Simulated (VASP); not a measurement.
Write the native input for VASP 6.6.1 that does the following.

- Task: single point
- Functional: r2SCAN
- Potentials or basis: VASP PAW PBE potentials, release 64 (Ag)
- Cutoff: 520 eV
- k mesh: 11 × 11 × 3
- Occupations: fermi-dirac, width 0.05 eV
- Spin: no spin polarisation
- Dipole correction: no
- Further INCAR settings: ALGO = Normal; EDIFF = 1e-06; NBANDS = 30

Ag:

```
Ag
1.0
     2.90531    0.00000    0.00000
    -1.45266    2.51608    0.00000
     0.00000    0.00000   10.06623
Ag
4
Cartesian
  0.0000 0.0000 5.0331
  0.0000 0.0000 0.0000
  1.4527 0.8387 7.5497
  0.0000 1.6774 2.5166
```

This isn't the form of Ag at room conditions, which is fcc.

The input as run:

POSCAR

```
Ag
1.0
    2.9053144643      0.0000000000      0.0000000000
   -1.4526572322      2.5160761321      0.0000000000
    0.0000000000      0.0000000000     10.0662270956
Ag
4
Direct
    0.0000000000      0.0000000000      0.5000000000
    0.0000000000      0.0000000000      0.0000000000
    0.6666666667      0.3333333333      0.7500000000
    0.3333333333      0.6666666667      0.2500000000
```

INCAR.step1

```
SYSTEM = Ag
PREC = Accurate
ENCUT = 520
ISMEAR = -1
SIGMA = 0.05
LREAL = .FALSE.
LASPH = .TRUE.
NELM = 80
NBANDS = 30
GGA = PE
ALGO = Normal
EDIFF = 1E-4
LWAVE = .TRUE.
LCHARG = .FALSE.
```

INCAR.step2

```
SYSTEM = Ag
PREC = Accurate
ENCUT = 520
EDIFF = 1E-6
ISMEAR = -1
SIGMA = 0.05
LREAL = .FALSE.
LASPH = .TRUE.
NELM = 80
ALGO = Normal
ISIF = 2
LWAVE = .FALSE.
LCHARG = .FALSE.
METAGGA = R2SCAN
LMIXTAU = .TRUE.
NBANDS = 30
ISTART = 1
```

KPOINTS

```
Automatic mesh
0
G
  11 11 3
  0 0 0
```

Potentials or basis: VASP PAW PBE potentials, release 64 (Ag).

Command:

```console
$ cat potpaw_PBE.64/Ag/POTCAR > POTCAR
$ cp INCAR.step1 INCAR
$ mpirun -np 1 vasp_std > vasp.out
$ cp INCAR.step2 INCAR
$ mpirun -np 1 vasp_std > vasp.out
```

Results of the run:

* Pressure: -4.9 GPa
* Band gap on the k mesh: zero (bands 22 and 23 overlap by 6.28 eV)

Caveat: the cell stands under tension; the PAW data sets were made with another functional, which shifts forces and pressure a little.

It took 2.2 min on 1 thread of Intel(R) Xeon(R) 6975P-C (Granite Rapids), on a shared host, peak memory 0.23 GiB.
